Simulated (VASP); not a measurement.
**HfO2: single point with PBEsol**

Crystal: HfO2.

```
Hf O
1.0
    -0.02949    2.49694    2.52336
     2.48124    0.01184    2.48203
     2.43211    2.40648    0.06097
Hf O
1 2
Direct
  0.00356 0.00328 0.99585
  0.24700 0.24188 0.24895
  0.74944 0.75483 0.75521
```

This cell differs from its parent crystal: atoms moved at random and the cell strained at random.

```
Program                : VASP 6.6.1
Task                   : single point
Functional             : PBEsol
Potentials or basis    : VASP PAW PBE potentials, release 64 (Hf_pv, O)
Cutoff                 : 520 eV
k mesh                 : 8 × 8 × 8
Occupations            : gaussian, width 0.02 eV
Spin                   : no spin polarisation
Dipole correction      : no
Further INCAR settings : ALGO = Normal; EDIFF = 1e-06; NBANDS = 18
```

- Pressure: 18.6 GPa
- Largest force: 0.975 eV/Å
- Band gap on the k mesh: 3.82 eV (least direct gap 3.84 eV)

Forces in eV/Å, atoms in the order of the input:
```
Hf   0.039  0.050 -0.242
O    0.058  0.091  0.969
O   -0.096 -0.142 -0.727
```

Stress tensor (GPa, compression positive):
```
16.89  6.97 -0.67
 6.97 22.19 -3.17
-0.67 -3.17 16.80
```

Levels at points of the mesh, in eV from the valence-band top:
```csv
k point,band 9,band 10,band 11,band 12,band 13,band 14
"(0.00, 0.00, 0.00)",-0.82,-0.78,-0.62,3.84,3.97,6.25
"(0.50, 0.00, 0.00)",-3.13,-2.11,-1.81,4.53,4.86,7.32
"(0.00, 0.50, 0.00)",-3.13,-2.09,-1.78,4.53,5.02,7.72
"(0.50, 0.50, 0.00)",-2.12,-1.43,-0.13,3.84,5.85,7.15
"(0.00, 0.00, 0.50)",-2.99,-2.16,-1.92,4.72,5.02,8.15
"(0.50, 0.00, 0.50)",-1.85,-1.82,0.00,3.84,5.85,7.27
"(0.00, 0.50, 0.50)",-1.96,-1.58,-0.11,3.82,5.84,7.19
"(0.50, 0.50, 0.50)",-2.95,-2.26,-2.04,4.59,4.93,7.57
```

Wall time 3 min on 1 thread of Intel Xeon 8259CL, with other jobs on the host, peak memory 0.26 GiB.

Caveat: the cell differs from its parent crystal (atoms moved at random and the cell strained at random); the cell stands under pressure; the PAW data sets were made with another functional, which shifts forces and pressure a little; spin-orbit coupling is left out, which moves the levels of the heavy elements. A k mesh can miss the band edges.
